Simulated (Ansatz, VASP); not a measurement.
**One calculation of Te2S3, two programs**

File POSCAR:

```
Te2S3
1.0
    4.1878491923      0.0000000000      0.0000000000
   -2.0939245961      3.6267837877      0.0000000000
    0.0000000000      0.0000000000      8.5469012741
Te S
2 3
Direct
    0.3333333333      0.6666666667      0.1840357902
    0.6666666667      0.3333333333      0.8159642098
    0.0000000000      0.0000000000      0.0000000000
    0.3333333333      0.6666666667      0.6801938779
    0.6666666667      0.3333333333      0.3198061221
```

File INCAR.step1:

```
SYSTEM = Te2S3
PREC = Accurate
ENCUT = 550
ISMEAR = 0
SIGMA = 0.1
LREAL = .False.
LASPH = .True.
NELM = 120
GGA = PE
ALGO = Normal
EDIFF = 1E-5
LWAVE = .True.
LCHARG = .False.
GGA_COMPAT = .False.
IBRION = 2
ISIF = 3
EDIFFG = -0.005
NELMIN = 4
NSW = 100
KPAR = 4
```

The input INCAR.step2:

```
SYSTEM = Te2S3
PREC = Accurate
ENCUT = 550
EDIFF = 1E-7
ISMEAR = 0
SIGMA = 0.1
LREAL = .False.
LASPH = .True.
NELM = 120
ALGO = Normal
ISIF = 3
LWAVE = .False.
LCHARG = .False.
METAGGA = R2SCAN
LMIXTAU = .True.
IBRION = 2
NSW = 100
EDIFFG = -0.01
ISTART = 1
GGA_COMPAT = .False.
NELMIN = 4
KPAR = 4
```

The input KPOINTS:

```
regular mesh
0
Gamma
  12 12 6
  0 0 0
```

Input for Ansatz:

```yaml
crystal:
  lattice:
    - [4.1878491923, 0.0, 0.0]
    - [-2.0939245961, 3.6267837877, 0.0]
    - [0.0, 0.0, 8.5469012741]
  atoms:
    - { symbol: Te, position: [0.3333333333, 0.6666666667, 0.1840357902] }
    - { symbol: Te, position: [0.6666666667, 0.3333333333, 0.8159642098] }
    - { symbol: S, position: [0.0, 0.0, 0.0] }
    - { symbol: S, position: [0.3333333333, 0.6666666667, 0.6801938779] }
    - { symbol: S, position: [0.6666666667, 0.3333333333, 0.3198061221] }
basis:
  ecutwfc: 500
kpoints:
  mp_grid: { grid: [12, 12, 6] }
hamiltonian:
  xc: r2scan
scf:
  occupations: { method: gaussian, width: 0.1 }
output:
  forces: true
  stress: true
  eigenvalues: true
relax:
  adjacent_minimum: "off"
  f_tol: 0.01
  max_steps: 80
  cell: { stress_tol: 0.05 }
```

Alike in both runs: task relaxation of cell and atoms; functional r2SCAN; k mesh 12 × 12 × 6; occupations gaussian, width 0.1 eV; no spin polarisation.

```csv
,VASP,Ansatz
version,VASP 6.6.1,Ansatz 0.2.0
potentials or method,"VASP PAW PBE potentials, release 64 (Te, S), cutoff 550 eV","scalar-relativistic, plane waves, PAW"
valence electrons in the cell,30,50
```

```tsv
	VASP	Ansatz	Ansatz less VASP
gap on the k mesh at the Fermi level, each at its own relaxed structure (eV)	none	none	-
relaxed volume (Å³/atom)	26.17	26.09	-0.080
relaxed cell length with the largest relative difference (Å)	8.623	8.576	-0.0473
```

VASP's potentials were made for PBE, not for r2SCAN. A gap of «none» marks a metal or a gap that the smearing closes. VASP's potentials hold 30 valence electrons a cell and Ansatz's 50, so a difference there can come from the potentials and not from the codes.

Spin-orbit coupling is off throughout.
